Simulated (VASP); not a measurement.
# Ti (C2) in VASP: single point with LDA

Aim: the single point of Ti with LDA.

All numbers are computed with VASP 6.6.1; they aren't measurements. Logs are shortened: lines on timing, memory, paths and dates and some standing lists are left out, and cuts for length are marked.

## (1) The cell of the first run

The structure is monoclinic, space group C2 (No. 5). The conventional cell has a = 7.709 Å, b = 4.451 Å, c = 2.770 Å, α = 90.00°, β = 90.00°, γ = 90.00°. Ti (site symmetry 2) has 14 Ti at 2.77 to 3.03 Å within 3.7 Å. Ti (site symmetry 1) has 11 Ti at 2.57 to 3.03 Å within 3.4 Å.

## (2) Single point, LDA (atoms displaced along several vibrational modes)

INCAR

```
ALGO = Fast
EDIFF = 1E-6
ENCUT = 520
ISIF = 2
ISMEAR = 0
LASPH = T
LCHARG = F
LREAL = F
LWAVE = F
NBANDS = 25
NELM = 60
PREC = Accurate
SIGMA = 0.15
```

KPOINTS

```
k-points
0
Gamma
  12 12 14
```

POSCAR

```
Ti
1.0
    4.4510581778      0.0000000000      0.0000000000
   -2.2255290889      3.8547294557      0.0000000000
    0.0000000000      0.0000000000      2.7704392760
Ti
3
Direct
   -0.0147605350      0.0000000000      0.0000000000
    0.3407136008      0.6666666667      0.4742640091
    0.6740469342      0.3333333333      0.5257359909
```

Potentials or basis: VASP PAW LDA potentials, release 64 (Ti_sv).

Launch:

```bash
$ cat potpaw_LDA.64/Ti_sv/POTCAR > POTCAR
$ mpirun -np 1 vasp_std > vasp.out
```

OUTCAR:

```text
EDIFF = 1E-6
   ENCUT = 520
   ISIF = 2
   ISMEAR = 0
   LASPH = T
   LREAL = F
   NELM = 60
   PREC = Accurate

 ion  position               nearest neighbor table
   1  0.985  0.000  0.000-   3 2.81   2 2.81   3 2.88   2 2.88   2 2.89   3 2.89
   2  0.341  0.667  0.474-   3 2.57   3 2.57   3 2.57   1 2.81   1 2.88   1 2.89
   3  0.674  0.333  0.526-   2 2.57   2 2.57   2 2.57   1 2.81   1 2.88   1 2.89

  LATTYP: Found a hexagonal cell.
 ALAT       =     4.4510581778
 C/A-ratio  =     0.6224226162

  Lattice vectors:

 A1 = (   4.4510581778,   0.0000000000,   0.0000000000)
 A2 = (  -2.2255290889,   3.8547294557,   0.0000000000)
 A3 = (   0.0000000000,   0.0000000000,   2.7704392760)

Analysis of symmetry for initial positions (statically):
=====================================================================
 Subroutine PRICEL returns:
 Original cell was already a primitive cell.

 Routine SETGRP: Setting up the symmetry group for a
 hexagonal supercell.

 Subroutine GETGRP returns: Found  2 space group operations
 (whereof  2 operations were pure point group operations)
 out of a pool of 24 trial point group operations.

The static configuration has the point symmetry C_2 .

Analysis of symmetry for dynamics (positions and initial velocities):
=====================================================================
 Subroutine PRICEL returns:
 Original cell was already a primitive cell.

 Routine SETGRP: Setting up the symmetry group for a
 hexagonal supercell.

 Subroutine GETGRP returns: Found  2 space group operations
 (whereof  2 operations were pure point group operations)
 out of a pool of 24 trial point group operations.

The dynamic configuration has the point symmetry C_2 .

 Subroutine INISYM returns: Found  2 space group operations
 (whereof  2 operations are pure point group operations),
 and found     1 'primitive' translations

----------------------------------------------------------------------------------------

                                     Primitive cell

  volume of cell :      47.5342

  direct lattice vectors                    reciprocal lattice vectors
     4.451058178  0.000000000  0.000000000     0.224665677  0.129710789  0.000000000
    -2.225529089  3.854729456  0.000000000     0.000000000  0.259421578  0.000000000
     0.000000000  0.000000000  2.770439276     0.000000000  0.000000000  0.360953589

  length of vectors
     4.451058178  4.451058178  2.770439276     0.259421578  0.259421578  0.360953589

  position of ions in fractional coordinates (direct lattice)
     0.985239465  0.000000000  0.000000000
     0.340713601  0.666666667  0.474264009
     0.674046934  0.333333333  0.525735991

  ion indices of the primitive-cell ions
   primitive index   ion index
                 1           1
                 2           2
                 3           3

----------------------------------------------------------------------------------------

 KPOINTS: k-points

Automatic generation of k-mesh.
 Grid dimensions read from file:
 generate k-points for:   12   12   14

 Generating k-lattice:

  Cartesian coordinates                     Fractional coordinates (reciprocal lattice)
     0.018722140  0.010809232  0.000000000     0.083333333  0.000000000  0.000000000
     0.000000000  0.021618465  0.000000000     0.000000000  0.083333333  0.000000000
     0.000000000  0.000000000  0.025782399     0.000000000  0.000000000  0.071428571

  Length of vectors
     0.021618465  0.021618465  0.025782399

  Shift w.r.t. Gamma in fractional coordinates (k-lattice)
     0.000000000  0.000000000  0.000000000

 Subroutine IBZKPT returns following result:
 ===========================================

 Found    554 irreducible k-points:

 Following reciprocal coordinates:
            Coordinates               Weight
  0.000000  0.000000  0.000000      1.000000
  0.083333  0.000000  0.000000      4.000000
  0.000000  0.083333  0.000000      2.000000
  0.166667  0.000000  0.000000      4.000000
  0.000000  0.166667  0.000000      2.000000
  0.250000  0.000000  0.000000      4.000000
[... 16 lines left out ...]
 -0.083333  0.416667  0.000000      4.000000
 -0.416667  0.333333  0.000000      4.000000
 [... further k-points ...]
   k-points           NKPTS =    554   k-points in BZ     NKDIM =    554   number of bands    NBANDS=     25
   number of dos      NEDOS =    301   number of ions     NIONS =      3
   total plane-waves  NPLWV =  31104
   dimension x,y,z NGX =    36 NGY =   36 NGZ =   24
   dimension x,y,z NGXF=    72 NGYF=   72 NGZF=   48
   ions per type =               3
   NGX,Y,Z   is equivalent  to a cutoff of  13.45, 13.45, 14.40 a.u.
   NGXF,Y,Z  is equivalent  to a cutoff of  26.89, 26.89, 28.80 a.u.
 SYSTEM =  unknown system
   PREC   = accura    normal or accurate (medium, high low for compatibility)
   ISTART =      0    job   : 0-new  1-cont  2-samecut
   ICHARG =      2    charge: 1-file 2-atom 10-const
   ISPIN  =      1    spin polarized calculation?
   LNONCOLLINEAR =      F non collinear calculations
   LSORBIT =      F    spin-orbit coupling
   LASPH  =      T    aspherical Exc in radial PAW
   ENCUT  =  520.0 eV  38.22 Ry    6.18 a.u.   8.28  8.28  5.15*2*pi/ulx,y,z
   NELM   =     60;   NELMIN=  2; NELMDL= -5     # of ELM steps
   EDIFF  = 0.1E-05   stopping-criterion for ELM
   LREAL  =      F    real-space projection
   EDIFFG = 0.1E-04   stopping-criterion for IOM
   NSW    =      0    number of steps for IOM
   IBRION =     -1    ionic relax: 0-MD 1-quasi-New 2-CG
   NFREE  =      0    steps in history (QN), initial steepest desc. (CG)
   ISIF   =      2    stress and relaxation
   ISYM   =      2    0-nonsym 1-usesym 2-fastsym
   POTIM  = 0.5000    time-step for ionic-motion
   TEBEG  =    0.0;   TEEND  =   0.0 temperature during run
   PSTRESS=    0.0 pullay stress
   NELECT =      36.0000    total number of electrons
   NUPDOWN=      -1.0000    fix difference up-down
   EMIN   =  10.00;   EMAX   =-10.00  energy-range for DOS
   EFERMI =   0.00;   METHOD = LEGACY
   ISMEAR =     0;   SIGMA  =   0.15  broadening in eV -4-tet -1-fermi 0-gaus
   EFERMI_NEDOS =   21; number of points for ismear=-14 and -15
   IALGO  =     68    algorithm
   IMIX   =      4    mixing-type and parameters
     AMIX     =   0.40;   BMIX     =  1.00
     AMIX_MAG =   1.60;   BMIX_MAG =  1.00
  volume/ion in A,a.u.               =      15.84       106.93
  Fermi-wavevector in a.u.,A,eV,Ry     =   1.492246  2.819936 30.297424  2.226798
  Thomas-Fermi vector in A             =   2.604798
   LORBIT       =      0    0 simple, 1 ext, 2 COOP (PROOUT), +10 PAW based schemes
   GGA     = CA    functional components
   LHFCALC =     F    Hartree Fock is set to
   AEXX    =    0.0000 exact exchange contribution
   IVDW    =     0    specifies the selected vdW correction
   LEPSILON=     F    determine dielectric tensor
   LRPA    =     F    only Hartree local field effects (RPA)
 non-spin polarized calculation
 RMM-DIIS sequential band-by-band and
 Gauss-broadening in eV      SIGMA  =   0.15
  energy-cutoff  :      520.00
  volume of cell :       47.53
 maximum number of plane-waves:      1313
 NGX is ok and might be reduce to    36
   NGX = 17   NGY = 17   NGZ = 11

 number of electron      36.0000001 magnetization

 Free energy of the ion-electron system (eV)
  ---------------------------------------------------
  ext. energy  EPLUGINS =         0.00000000
  ---------------------------------------------------
  free energy    TOTEN  =       -25.70138991 eV

  energy without entropy =      -25.66824816  energy(sigma->0) =      -25.68481903

 E-fermi :   8.9623     XC(G=0): -12.2275

 val. band max:        8.9620117798   @ k =   0.3333   0.3333   0.2143
 cond. band min:       8.9644148005   @ k =  -0.3333   0.0000   0.1429
 fundamental gap:      0.0024030208
 Fermi energy:         8.9622539860

 k-point     1 :       0.0000    0.0000    0.0000
  band No.  band energies     occupation
      1     -47.0499      2.00000
      2     -46.8000      2.00000
      3     -46.5890      2.00000
      4     -23.8166      2.00000
      5     -23.8145      2.00000
      6     -23.7088      2.00000
[... 17 lines left out ...]
     24      10.8320      0.00000
     25      11.1339      0.00000

 k-point     2 :       0.0833    0.0000    0.0000
  band No.  band energies     occupation
      1     -47.0475      2.00000
      2     -46.7987      2.00000
      3     -46.5928      2.00000
      4     -23.8680      2.00000
      5     -23.8266      2.00000
      6     -23.6886      2.00000
[... 17 lines left out ...]
     24      10.7808      0.00000
     25      11.2292      0.00000

 k-point     3 :       0.0000    0.0833    0.0000
  band No.  band energies     occupation
      1     -47.0474      2.00000
      2     -46.7988      2.00000
      3     -46.5928      2.00000
      4     -23.8829      2.00000
      5     -23.7895      2.00000
      6     -23.7271      2.00000
[... 17 lines left out ...]
     24      10.8910      0.00000
     25      11.1033      0.00000

 k-point     4 :       0.1667    0.0000    0.0000
  band No.  band energies     occupation
      1     -47.0409      2.00000
      2     -46.7946      2.00000
      3     -46.6040      2.00000
      4     -23.9230      2.00000
      5     -23.8648      2.00000
      6     -23.6188      2.00000
[... 17 lines left out ...]
     24      10.7071      0.00000
     25      11.4876      0.00000
[... 477 lines left out ...]
 k-point    22 :       0.3333    0.0833    0.0000
  band No.  band energies     occupation
      1     -47.0193      2.00000
      2     -46.7669      2.00000
      3     -46.6553      2.00000
      4     -24.0185      2.00000
      5     -23.8258      2.00000
      6     -23.5508      2.00000
[... 17 lines left out ...]
     24      11.4584      0.00000
     25      11.6095      0.00000

 k-point    23 :      -0.0833    0.4167    0.0000
  band No.  band energies     occupation
      1     -47.0189      2.00000
      2     -46.7676      2.00000
      3     -46.6551      2.00000
      4     -24.0198      2.00000
      5     -23.8186      2.00000
      6     -23.5593      2.00000
[... 17 lines left out ...]
     24      11.5000      0.00000
     25      11.6033      0.00000

 k-point    24 :      -0.4167    0.3333    0.0000
  band No.  band energies     occupation
      1     -47.0195      2.00000
      2     -46.7667      2.00000
      3     -46.6553      2.00000
      4     -24.0177      2.00000
      5     -23.8281      2.00000
      6     -23.5518      2.00000
[... 17 lines left out ...]
     24      11.4454      0.00000
     25      11.6057      0.00000

 [... further k-points ...]
[... 5 lines left out ...]
  --------------------------------------------------------------------------------------
  -------------------------------------------------------------------------------------
  Total        0.0325895     -0.0591996     -0.0094111      0.0000000     -0.0060448      0.0000000
  in kB        1.0984548     -1.9953710     -0.3172076      0.0000000     -0.2037458      0.0000000
  external PRESSURE =      -0.4047080 kB  Pullay stress =       0.0000000 kB

 VOLUME and BASIS-vectors are now :
 -----------------------------------------------------------------------------
  energy-cutoff  :      520.00
  volume of cell :       47.53
      direct lattice vectors                 reciprocal lattice vectors
     4.451058178  0.000000000  0.000000000     0.224665677  0.129710789  0.000000000
    -2.225529089  3.854729456  0.000000000     0.000000000  0.259421578  0.000000000
     0.000000000  0.000000000  2.770439276     0.000000000  0.000000000  0.360953589

 POSITION                                       TOTAL-FORCE (eV/Angst)
 -----------------------------------------------------------------------------------
      4.38536      0.00000      0.00000         0.357026      0.000000      0.000000
      0.03285      2.56982      1.31392        -0.178513     -0.038556      0.230046
      2.25838      1.28491      1.45652        -0.178513      0.038556     -0.230046
 -----------------------------------------------------------------------------------
    total drift:                                0.000695     -0.000000      0.000000

  FREE ENERGIE OF THE ION-ELECTRON SYSTEM (eV)
  ---------------------------------------------------
  free  energy   TOTEN  =       -25.7013899099 eV

  energy  without entropy=      -25.6682481569  energy(sigma->0) =      -25.68481903
```

Run time: 60 min. Hardware: 1 thread of Oxide Virtual Turin-like, shared host; peak memory 0.52 GiB.

What came out:

- Free energy: -25.7014 eV
- Pressure: 0.0 GPa
- Largest force: 0.357 eV/Å
- Band gap on the k mesh: zero (bands 18 and 19 overlap by 0.40 eV)

Forces on the atoms (eV/Å):
```
Ti   0.357  0.000  0.000
Ti  -0.179 -0.039  0.230
Ti  -0.179  0.039 -0.230
```

Caveat: the cell differs from its parent crystal (atoms displaced along several vibrational modes).
